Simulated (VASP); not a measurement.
# Si (a cell with a defect) in VASP: notebook

Runs on Si (a cell with a defect). Level: PBE. Tasks: single point.

All numbers are computed with VASP 6.6.1; they aren't measurements. Logs are shortened: lines on timing, memory, paths and dates and some standing lists are left out, and cuts for length are marked.

## Step 1: The cell of the first run

The cell holds a defect, 65 atoms: a = 10.161 Å, b = 10.690 Å, c = 14.247 Å, α = 108.32°, β = 92.88°, γ = 109.83°.

## Step 2: Single point, PBE, collinear spin

INCAR reads:

```
SYSTEM = Si
ALGO = Normal
EDIFF = 1E-7
ENCUT = 520
GGA = PE
ISIF = 2
ISMEAR = 0
ISPIN = 2
LASPH = .TRUE.
LCHARG = .TRUE.
LELF = .TRUE.
LORBIT = 11
LREAL = Auto
LVHAR = .TRUE.
LWAVE = .FALSE.
MAGMOM = 0 0 0 0 0 0 0 0 0 0 0 0 0 0 0.2 0 0 0 0 0 0 0 0 0 0 0 0.2 0 0 0 0 0 0 0 0 0 0 0 0.2 0 0 0 0 0 0 0 0 0 0 0 0 0 0 0 0 0 0 0 0 0 0 0 0.2 0 0.2
NBANDS = 172
NELM = 150
PREC = Accurate
SIGMA = 0.05
```

KPOINTS reads:

```
k-points
0
G
  1 1 1
  0 0 0
```

POSCAR reads:

```
Si
1.0
    6.6508880000      6.6508890000      3.8447710000
   -9.9763330000      3.3254440000      1.9223860000
    3.3254440000     -9.9763330000      9.6119280000
Si
65
Direct
    0.1329609197      0.9574436709      0.9538171362
    0.3852574680      0.7058191298      0.7040036882
    0.1341307775      0.7067252774      0.2037598368
    0.6370197748      0.4522693221      0.4536651297
    0.8868910504      0.2054918688      0.2061672269
    0.3779336308      0.4543047535      0.9503250070
    0.6338295983      0.2048352871      0.7039814518
    0.1366671275      0.4547284813      0.4546455532
    0.3845741303      0.2031695891      0.2056200049
    0.1333829659      0.2031569811      0.7044629987
    0.8895687770      0.9576318527      0.4566605928
    0.6338889152      0.9572617460      0.9548540320
    0.8838220677      0.7048947932      0.7050203549
    0.3870609851      0.9528057897      0.4554166949
    0.6440902657      0.7107531566      0.2057814384
    0.8883473819      0.4590140013      0.9543027599
    0.1183210622      0.5492348310      0.0445687388
    0.3659542572      0.2958077053      0.7926835053
    0.6197702101      0.0445963722      0.5453183248
    0.1183494200      0.2928071573      0.2961845537
    0.3657369086      0.0482615159      0.0445532959
    0.1207477994      0.0445053593      0.5468314096
    0.8737725943      0.8010774948      0.2974334385
    0.6179179134      0.7975437618      0.7954281969
    0.8692545184      0.5456931580      0.5453363175
    0.3654097880      0.7955734096      0.2932831845
    0.6096677305      0.5449842383      0.0393417498
    0.1164837819      0.7966121590      0.7949156087
    0.3696588012      0.5463278186      0.5445803333
    0.8661883589      0.2951506838      0.7949310001
    0.6197248136      0.2884268857      0.2954285704
    0.8658888845      0.0471547857      0.0458398143
    0.0423492890      0.1359983058      0.9550654375
    0.2950338776      0.8844383310      0.7048687330
    0.5509090859      0.6346257837      0.4555500662
    0.0484472553      0.8878507336      0.2050525030
    0.2931727453      0.6365192124      0.9526954665
    0.0475600027      0.6332926210      0.4541900179
    0.7927670543      0.3867049977      0.2063206998
    0.5465835613      0.3855144968      0.7049625779
    0.7982025663      0.1339293514      0.4555188728
    0.2967555967      0.3824619138      0.2025071019
    0.5437127895      0.1360465379      0.9533238397
    0.0450362135      0.3829120556      0.7045433279
    0.2992219751      0.1333769670      0.4572848720
    0.7968428128      0.8848538542      0.7051790985
    0.5427883406      0.8813521324      0.2015367750
    0.7999828253      0.6383363014      0.9559731777
    0.2046760587      0.6159202695      0.7925836566
    0.4585006051      0.3666290250      0.5444255377
    0.7103923735      0.1101080246      0.2948191898
    0.2039525385      0.3671567994      0.0434095255
    0.4541843678      0.1165927627      0.7933948559
    0.2074512173      0.1156075378      0.2980737715
    0.9566915592      0.8697768480      0.0456136629
    0.7101340025      0.8664000913      0.5452055482
    0.9569583723      0.6177750323      0.2948414558
    0.4535965391      0.8674343843      0.0431511625
    0.7055402665      0.6175061185      0.7959516639
    0.2079734038      0.8638879006      0.5442990982
    0.4552575496      0.6179359676      0.2980830070
    0.9580669842      0.3665051714      0.5445006346
    0.7086336500      0.3643000900      0.0418641171
    0.9550752209      0.1164949939      0.7949588491
    0.5612245669      0.4550168257      0.1757744809
```

Potentials or basis: VASP PAW PBE potentials, release 64 (Si).

Launch:

```bash
$ cat potpaw_PBE.64/Si/POTCAR > POTCAR
$ mpirun -np 1 vasp_gam > vasp.out
```

OUTCAR:

```text
SYSTEM = Si
   EDIFF = 1E-7
   ENCUT = 520
   GGA = PE
   ISIF = 2
   ISMEAR = 0
   ISPIN = 2
   LASPH = .TRUE.
   LORBIT = 11
   LREAL = Auto
   NELM = 150
   PREC = Accurate

 ion  position               nearest neighbor table
   1  0.133  0.957  0.954-  28 2.33  21 2.36  33 2.38  55 2.38
   2  0.385  0.706  0.704-  29 2.33  24 2.36  34 2.38  49 2.38
   3  0.134  0.707  0.204-  17 2.32  26 2.34  36 2.37  57 2.38
   4  0.637  0.452  0.454-  31 2.33  25 2.35  50 2.38  35 2.39
   5  0.887  0.205  0.206-  32 2.32  20 2.35  51 2.38  39 2.43
   6  0.378  0.454  0.950-  18 2.32  27 2.34  37 2.37  52 2.38
   7  0.634  0.205  0.704-  19 2.33  30 2.35  40 2.38  53 2.38
   8  0.137  0.455  0.455-  20 2.33  29 2.35  38 2.38  62 2.38
   9  0.385  0.203  0.206-  21 2.32  31 2.38  42 2.38  54 2.39  65 2.86
  10  0.133  0.203  0.704-  22 2.32  18 2.34  64 2.38  44 2.38
  11  0.890  0.958  0.457-  23 2.32  22 2.34  41 2.37  56 2.38
  12  0.634  0.957  0.955-  24 2.33  32 2.35  58 2.38  43 2.39
  13  0.884  0.705  0.705-  25 2.34  28 2.35  46 2.37  59 2.38
  14  0.387  0.953  0.455-  26 2.34  19 2.35  60 2.37  45 2.38
  15  0.644  0.711  0.206-  23 2.34  47 2.39  27 2.40  65 2.46  61 2.49
  16  0.888  0.459  0.954-  17 2.33  30 2.34  48 2.37  63 2.38
  17  0.118  0.549  0.045-   3 2.32  16 2.33  37 2.37  52 2.38
[... 41 lines left out ...]
  59  0.706  0.618  0.796-  48 2.34  40 2.34  24 2.38  13 2.38
  60  0.208  0.864  0.544-  34 2.33  38 2.34  14 2.37  22 2.37
  61  0.455  0.618  0.298-  35 2.33  42 2.38  26 2.39  15 2.49  65 2.60
  62  0.958  0.367  0.545-  44 2.33  41 2.35  25 2.38   8 2.38
  63  0.709  0.364  0.042-  43 2.33  39 2.36  16 2.38  27 2.47  65 2.63
  64  0.955  0.116  0.795-  33 2.32  46 2.34  30 2.37  10 2.38
  65  0.561  0.455  0.176-  27 2.43  15 2.46  61 2.60  42 2.62  63 2.63  39 2.74   9 2.86  31 2.99

  LATTYP: Found a triclinic cell.
 ALAT       =    10.1612449887
 B/A-ratio  =     3.0241273988
 C/A-ratio  =     1.1803256044
 COS(alpha) =     0.0006103648
 COS(beta)  =     0.5449076326
 COS(gamma) =     0.7560318497

  Lattice vectors:

 A1 = (  -6.6508880000,  -6.6508890000,  -3.8447710000)
 A2 = ( -26.6035530000,  -0.0000010000, -15.3790840000)
 A3 = (   3.3254450000,  -9.9763330000,  -5.7671570000)

Analysis of symmetry for initial positions (statically):
=====================================================================
 Subroutine PRICEL returns:
 Original cell was already a primitive cell.

 Routine SETGRP: Setting up the symmetry group for a
 triclinic supercell.

 Subroutine GETGRP returns: Found  1 space group operations
 (whereof  1 operations were pure point group operations)
 out of a pool of  2 trial point group operations.

The static configuration has the point symmetry C_1 .

Analysis of symmetry for dynamics (positions and initial velocities):
=====================================================================
 Subroutine PRICEL returns:
 Original cell was already a primitive cell.

 Routine SETGRP: Setting up the symmetry group for a
 triclinic supercell.

 Subroutine GETGRP returns: Found  1 space group operations
 (whereof  1 operations were pure point group operations)
 out of a pool of  2 trial point group operations.

The dynamic configuration has the point symmetry C_1 .

Analysis of structural, dynamic, and magnetic symmetry:
=====================================================================
 Subroutine PRICEL returns:
 Original cell was already a primitive cell.

 Routine SETGRP: Setting up the symmetry group for a
 triclinic supercell.

 Subroutine GETGRP returns: Found  1 space group operations
 (whereof  1 operations were pure point group operations)
 out of a pool of  2 trial point group operations.

The overall configuration has the point symmetry C_1 .

 Subroutine INISYM returns: Found  1 space group operations
 (whereof  1 operations are pure point group operations),
 and found     1 'primitive' translations

[... 196 lines left out ...]
   EDIFF  = 0.1E-06   stopping-criterion for ELM
   LREAL  =      T    real-space projection
   EDIFFG = 0.1E-05   stopping-criterion for IOM
   NSW    =      0    number of steps for IOM
   IBRION =     -1    ionic relax: 0-MD 1-quasi-New 2-CG
   NFREE  =      0    steps in history (QN), initial steepest desc. (CG)
   ISIF   =      2    stress and relaxation
   ISYM   =      2    0-nonsym 1-usesym 2-fastsym
   POTIM  = 0.5000    time-step for ionic-motion
   TEBEG  =    0.0;   TEEND  =   0.0 temperature during run
   PSTRESS=    0.0 pullay stress
   NELECT =     260.0000    total number of electrons
   NUPDOWN=      -1.0000    fix difference up-down
   EMIN   =  10.00;   EMAX   =-10.00  energy-range for DOS
   EFERMI =   0.00;   METHOD = LEGACY
   ISMEAR =     0;   SIGMA  =   0.05  broadening in eV -4-tet -1-fermi 0-gaus
   EFERMI_NEDOS =   21; number of points for ismear=-14 and -15
   IALGO  =     38    algorithm
   IMIX   =      4    mixing-type and parameters
     AMIX     =   0.40;   BMIX     =  1.00
     AMIX_MAG =   1.60;   BMIX_MAG =  1.00
  volume/ion in A,a.u.               =      20.93       141.25
  Fermi-wavevector in a.u.,A,eV,Ry     =   0.942959  1.781934 12.097907  0.889171
  Thomas-Fermi vector in A             =   2.070619
   LORBIT       =     11    0 simple, 1 ext, 2 COOP (PROOUT), +10 PAW based schemes
   GGA     = PE    functional components
   LHFCALC =     F    Hartree Fock is set to
   AEXX    =    0.0000 exact exchange contribution
   IVDW    =     0    specifies the selected vdW correction
   LEPSILON=     F    determine dielectric tensor
   LRPA    =     F    only Hartree local field effects (RPA)
 spin polarized calculation
 Gauss-broadening in eV      SIGMA  =   0.05
  energy-cutoff  :      520.00
  volume of cell :     1360.57
 maximum number of plane-waves:     18321
 NGX is ok and might be reduce to    80
   NGX = 37   NGY = 39   NGZ = 53

 number of electron     260.0000000 magnetization       0.0000260

 Free energy of the ion-electron system (eV)
  ---------------------------------------------------
  ext. energy  EPLUGINS =         0.00000000
  ---------------------------------------------------
  free energy    TOTEN  =      -342.39102666 eV

  energy without entropy =     -342.39102666  energy(sigma->0) =     -342.39102666

 E-fermi :   5.7325     XC(G=0):  -9.1589

 val. band max:        5.4512442046   @ k =   0.0000   0.0000   0.0000
 cond. band min:       6.2035016405   @ k =   0.0000   0.0000   0.0000
 fundamental gap:      0.7522574359
 Fermi energy:         5.7325456072

 spin component 1

 k-point     1 :       0.0000    0.0000    0.0000
  band No.  band energies     occupation
      1      -6.6749      1.00000
      2      -6.0473      1.00000
      3      -5.8199      1.00000
      4      -5.5318      1.00000
      5      -5.3974      1.00000
      6      -5.2765      1.00000
[... 134 lines left out ...]
    141       6.9702      0.00000
    142       7.0087      0.00000
 Fermi energy:         5.7325456072

 spin component 2

 k-point     1 :       0.0000    0.0000    0.0000
  band No.  band energies     occupation
      1      -6.6749      1.00000
      2      -6.0473      1.00000
      3      -5.8199      1.00000
      4      -5.5318      1.00000
      5      -5.3974      1.00000
      6      -5.2765      1.00000
[... 134 lines left out ...]
    141       6.9702      0.00000
    142       7.0087      0.00000
 [bands above 142 left out]

------------------------ aborting loop because EDIFF is reached ----------------------------------------

  FORCE on cell =-STRESS in cart. coord.  units (eV):
  Direction    XX          YY          ZZ          XY          YZ          ZX
  --------------------------------------------------------------------------------------
  -------------------------------------------------------------------------------------
  Total        7.6918741     12.6300708     24.8664508     -6.1730498     -3.0192929     -1.1090529
  in kB        9.0578037     14.8729296     29.2822566     -7.2692653     -3.5554615     -1.3059995
  external PRESSURE =      17.7376633 kB  Pullay stress =       0.0000000 kB

 VOLUME and BASIS-vectors are now :
 -----------------------------------------------------------------------------
  energy-cutoff  :      520.00
  volume of cell :     1360.57
      direct lattice vectors                 reciprocal lattice vectors
     6.650888000  6.650889000  3.844771000     0.037588962  0.075177924  0.065023377
    -9.976333000  3.325444000  1.922386000    -0.075177924  0.037588958  0.065023369
     3.325444000 -9.976333000  9.611928000     0.000000004 -0.037588961  0.065023374

 POSITION                                       TOTAL-FORCE (eV/Angst)
 -----------------------------------------------------------------------------------
     -5.49560     -5.44736     11.51980        -0.001556     -0.000172     -0.003208
     -2.13806     -2.11391      9.60492        -0.003540     -0.003527      0.000884
     -5.48085      1.20949      3.83283        -0.001930      0.004839      0.001654
      1.23340      1.21483      7.67923        -0.002449      0.000285      0.004690
      4.53416      4.52517      5.78659         0.016009     -0.009546      0.005394
      1.14155     -5.45640     11.46087        -0.003465      0.002678      0.011102
[... 57 lines left out ...]
      7.83350     -1.19128     11.53708        -0.000339      0.007214      0.000518
     -0.22223      3.49219      4.72203        -0.003451     -0.002773      0.007194
 -----------------------------------------------------------------------------------
    total drift:                               -0.000264     -0.004462     -0.019931

  FREE ENERGIE OF THE ION-ELECTRON SYSTEM (eV)
  ---------------------------------------------------
  free  energy   TOTEN  =      -342.3910266624 eV

  energy  without entropy=     -342.3910266624  energy(sigma->0) =     -342.39102666

 total charge

# of ion       s       p       d       tot
------------------------------------------
    1        0.753   0.930   0.000   1.683
    2        0.750   0.932   0.000   1.682
    3        0.750   0.937   0.000   1.687
    4        0.753   0.929   0.000   1.682
    5        0.760   0.921   0.000   1.681
    6        0.756   0.933   0.000   1.689
[... 57 lines left out ...]
   64        0.754   0.935   0.000   1.689
   65        0.885   0.731   0.000   1.617
--------------------------------------------------
tot         49.180  60.194   0.000 109.374

 magnetization (x)

# of ion       s       p       d       tot
------------------------------------------
    1       -0.000  -0.000   0.000  -0.000
    2        0.000  -0.000   0.000  -0.000
    3       -0.000   0.000   0.000   0.000
    4        0.000   0.000   0.000   0.000
    5       -0.000   0.000   0.000   0.000
    6       -0.000  -0.000   0.000  -0.000
[... 57 lines left out ...]
   64        0.000   0.000   0.000   0.000
   65       -0.000   0.000   0.000   0.000
--------------------------------------------------
tot         -0.000  -0.000   0.000  -0.000
```

Run time: 21 min. Hardware: 1 thread of Intel Xeon Platinum 8259CL at 2.50GHz (Skylake/Cascade Lake), shared host; peak memory 1.7 GiB.

What came out:

| Property | Result |
| --- | --- |
| Free energy | -342.3910 eV |
| Pressure | 1.8 GPa |
| Largest force | 0.024 eV/Å |
| Band gap on the k mesh | 0.75 eV |
| Net moment | 0.00 μB per cell |
| Valence electrons inside the program's atomic spheres | Si 1.68, 1.69, 1.67, 1.66, 1.62 (each value once) |

Forces on the atoms (eV/Å):
```
Si  -0.002  0.000 -0.003
Si  -0.004 -0.004  0.001
Si  -0.002  0.005  0.002
Si  -0.002  0.000  0.005
Si   0.016 -0.010  0.005
Si  -0.003  0.003  0.011
Si   0.002  0.000  0.000
Si  -0.004 -0.001  0.003
Si   0.001 -0.007  0.002
Si   0.001 -0.001  0.003
Si   0.002 -0.001  0.002
Si  -0.005 -0.009 -0.003
Si   0.004  0.006  0.002
Si   0.001  0.006  0.000
Si  -0.006 -0.010 -0.014
Si   0.003  0.007  0.002
Si  -0.002 -0.004 -0.002
Si   0.002 -0.002  0.001
Si   0.000  0.003 -0.005
Si  -0.007  0.000  0.001
Si   0.004  0.008 -0.003
Si  -0.004 -0.003 -0.004
Si  -0.004  0.003  0.000
Si   0.001 -0.006 -0.001
Si   0.004  0.002  0.000
Si   0.004  0.001 -0.004
Si   0.003 -0.001  0.007
Si   0.000  0.005 -0.006
Si   0.001 -0.003  0.001
Si   0.000  0.000 -0.001
Si   0.003  0.014 -0.001
Si   0.001  0.001 -0.009
Si  -0.004  0.002  0.001
Si   0.004 -0.005 -0.004
Si   0.001 -0.002  0.000
Si  -0.010 -0.003  0.003
Si   0.007 -0.001 -0.003
Si   0.008 -0.006 -0.009
Si   0.009  0.005  0.013
Si   0.002  0.003 -0.001
Si   0.005 -0.001  0.002
Si  -0.014 -0.005 -0.005
Si   0.006  0.000  0.006
Si  -0.001 -0.001  0.000
Si  -0.006  0.005 -0.001
Si  -0.002  0.000 -0.002
Si   0.005  0.004  0.003
Si  -0.011 -0.002 -0.007
Si  -0.006  0.004  0.003
Si   0.004 -0.006  0.000
Si  -0.015  0.004 -0.001
Si  -0.007  0.002 -0.004
Si   0.000  0.000  0.008
Si   0.009  0.002 -0.007
Si   0.004 -0.002  0.005
Si  -0.008  0.001 -0.001
Si   0.013 -0.008 -0.003
Si  -0.004  0.008  0.005
Si   0.002 -0.002  0.003
Si   0.003 -0.004  0.008
Si   0.011  0.015 -0.001
Si  -0.003  0.006 -0.002
Si  -0.006 -0.021 -0.010
Si   0.000  0.007  0.001
Si  -0.003 -0.003  0.007
```

Stress tensor (GPa, compression positive):
```
 0.91 -0.73 -0.13
-0.73  1.49 -0.36
-0.13 -0.36  2.93
```

Caveat: the k points lie up to 0.67 Å⁻¹ apart; semilocal functionals underestimate gaps, and a narrow one can read as zero.

## Step 3: Single point, PBE, collinear spin, zero start

INCAR reads:

```
SYSTEM = Si
PREC = Accurate ; ENCUT = 520
EDIFF = 1E-6 ; ISMEAR = 0
SIGMA = 0.05 ; LREAL = Auto
LASPH = .True. ; NELM = 150
ALGO = Normal ; ISIF = 2
LWAVE = .False. ; LCHARG = .True.
ISPIN = 2 ; MAGMOM = 0 0 0 0 0 0 0 0 0 0 0 0 0 0 0 0 0 0 0 0 0 0 0 0 0 0 0 0 0 0 0 0 0 0 0 0 0 0 0 0 0 0 0 0 0 0 0 0 0 0 0 0 0 0 0 0 0 0 0 0 0 0 0 0 0
LORBIT = 11 ; GGA = PE
LELF = .True. ; LVHAR = .True.
NBANDS = 172
```

KPOINTS reads:

```
Automatic mesh
0
Gamma
  1 1 1
  0 0 0
```

POSCAR is that of step 2.

Potentials or basis: VASP PAW PBE potentials, release 64 (Si).

Launch:

```bash
$ cat potpaw_PBE.64/Si/POTCAR > POTCAR
$ mpirun -np 1 vasp_gam > vasp.out
```

Wall time 22 min (1 thread of Intel Xeon Platinum 8259CL at 2.50GHz (Skylake/Cascade Lake), shared host); peak memory 1.6 GiB.

The run converged. Its results:

```
Free energy                                           : -342.3910 eV
Pressure                                              : 1.8 GPa
Largest force                                         : 0.024 eV/Å
Band gap on the k mesh                                : 0.75 eV
Net moment                                            : 0.00 μB per cell
Valence electrons inside the program's atomic spheres : Si 1.68, 1.69, 1.67, 1.66, 1.62 (each value once)
```

Forces on the atoms (eV/Å):
```
Si  -0.002  0.000 -0.003
Si  -0.004 -0.004  0.001
Si  -0.002  0.005  0.002
Si  -0.002  0.000  0.005
Si   0.016 -0.010  0.005
Si  -0.003  0.003  0.011
Si   0.002  0.000  0.000
Si  -0.004 -0.001  0.003
Si   0.001 -0.007  0.002
Si   0.001 -0.001  0.003
Si   0.002 -0.001  0.002
Si  -0.005 -0.009 -0.003
Si   0.004  0.006  0.002
Si   0.001  0.006  0.000
Si  -0.006 -0.010 -0.014
Si   0.003  0.007  0.002
Si  -0.002 -0.004 -0.002
Si   0.002 -0.002  0.001
Si   0.000  0.003 -0.005
Si  -0.007  0.000  0.001
Si   0.004  0.008 -0.003
Si  -0.004 -0.003 -0.004
Si  -0.004  0.003  0.000
Si   0.001 -0.006 -0.001
Si   0.004  0.003  0.000
Si   0.004  0.001 -0.004
Si   0.003 -0.001  0.007
Si   0.000  0.005 -0.006
Si   0.001 -0.003  0.001
Si   0.000  0.000 -0.001
Si   0.003  0.014 -0.001
Si   0.001  0.001 -0.009
Si  -0.004  0.002  0.001
Si   0.004 -0.005 -0.004
Si   0.001 -0.002  0.000
Si  -0.010 -0.003  0.003
Si   0.007 -0.001 -0.003
Si   0.008 -0.006 -0.009
Si   0.009  0.005  0.013
Si   0.002  0.003 -0.001
Si   0.005 -0.001  0.002
Si  -0.014 -0.005 -0.005
Si   0.006  0.000  0.006
Si  -0.001 -0.001  0.000
Si  -0.006  0.005 -0.001
Si  -0.002  0.000 -0.002
Si   0.005  0.004  0.003
Si  -0.011 -0.002 -0.007
Si  -0.006  0.004  0.003
Si   0.004 -0.006  0.000
Si  -0.015  0.004 -0.001
Si  -0.007  0.002 -0.004
Si   0.000  0.000  0.008
Si   0.009  0.002 -0.007
Si   0.004 -0.002  0.005
Si  -0.008  0.001 -0.001
Si   0.013 -0.008 -0.003
Si  -0.004  0.008  0.005
Si   0.002 -0.002  0.003
Si   0.003 -0.004  0.008
Si   0.011  0.015 -0.001
Si  -0.002  0.006 -0.002
Si  -0.006 -0.021 -0.010
Si   0.000  0.007  0.001
Si  -0.003 -0.003  0.007
```

Stress tensor (GPa, compression positive):
```
 0.91 -0.73 -0.13
-0.73  1.49 -0.36
-0.13 -0.36  2.93
```

Levels at points of the mesh, in eV from the valence-band top:
Spin up:
```tsv
k point	band 128	band 129	band 130	band 131	band 132	band 133
(0.00, 0.00, 0.00)	-0.47	-0.36	0.00	0.75	0.81	0.84
```
Spin down:
```csv
k point,band 128,band 129,band 130,band 131,band 132,band 133
"(0.00, 0.00, 0.00)",-0.47,-0.36,0.00,0.75,0.81,0.84
```

Caveat: the k points lie up to 0.67 Å⁻¹ apart; semilocal functionals underestimate gaps, and a narrow one can read as zero.
